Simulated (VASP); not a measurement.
Input of a VASP 6.6.1 run:

Contents of INCAR:

```
SYSTEM = InP
PREC = Accurate
ENCUT = 520
EDIFF = 1E-6
ISMEAR = 0
SIGMA = 0.01
LREAL = .FALSE.
LASPH = .TRUE.
NELM = 60
ALGO = Normal
ISIF = 2
LWAVE = .FALSE.
LCHARG = .FALSE.
NBANDS = 16
```

File KPOINTS:

```
regular mesh
0
G
  4 4 4
  0 0 0
```

File POSCAR:

```
InP
1.0
    0.0000000000      2.9538133482      2.9538133482
    2.9538133482      0.0000000000      2.9538133482
    2.9538133482      2.9538133482      0.0000000000
In P
1 1
Direct
    0.0000000000      0.0000000000      0.0000000000
    0.2500000000      0.2500000000      0.2500000000
```

Potentials or basis: VASP PAW LDA potentials, release 64 (In_d, P).

Launch:

```sh
$ cat potpaw_LDA.64/In_d/POTCAR potpaw_LDA.64/P/POTCAR > POTCAR
$ mpirun -np 1 vasp_std > vasp.out
```

(1) Predict the band gap on the k mesh.

(2) Predict the pressure.

Results:

(1) 0.36 eV, direct.

(2) -2.5 GPa.

Caveat: the k points lie up to 0.46 Å⁻¹ apart; spin-orbit coupling is left out, which moves the levels of the heavy elements.
